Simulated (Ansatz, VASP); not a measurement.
Two plane-wave programs on SnO2

```
Sn O
1.0
     4.72127    0.00000    0.00000
     0.00000    4.72425    0.00000
     0.00000    0.00000    3.19002
Sn O
2 4
Direct
  0.50000 0.50000 0.50000
  0.00000 0.00000 0.00000
  0.30557 0.30657 0.00000
  0.80557 0.19343 0.50000
  0.19443 0.80657 0.50000
  0.69443 0.69343 0.00000
```

Alike in both runs: task single point; functional LDA; k mesh 6 × 6 × 8; occupations gaussian, width 0.02 eV; no spin polarisation.

|  | VASP | Ansatz |
| --- | --- | --- |
| version | VASP 6.6.1 | Ansatz 0.2.0 |
| potentials or method | VASP PAW LDA potentials, release 64 (Sn_d, O), cutoff 520 eV | scalar-relativistic, plane waves, PAW |
| valence electrons in the cell | 52 | 52 |

VASP gave:

| Quantity | Value |
| --- | --- |
| gap on the k mesh at the Fermi level (eV) | 1.20 |
| least direct gap on the mesh (eV) | 1.20 |
| pressure (GPa) | 1.1 |
| traceless stress, the component that is largest in VASP (GPa) | 0.34 |
| rms of the force components (eV/Å) | 0.010 |

Q: Which values does Ansatz return?

A: gap on the k mesh at the Fermi level (eV): 1.16; least direct gap on the mesh (eV): 1.16; pressure (GPa): 0.0; traceless stress, the component that is largest in VASP (GPa): 0.04; rms of the force components (eV/Å): 0.001.

LDA's correlation is that of Perdew and Zunger in VASP and of Perdew and Wang (1992) in Ansatz. Atom by atom the forces differ by 0.010 eV/Å (rms over components).
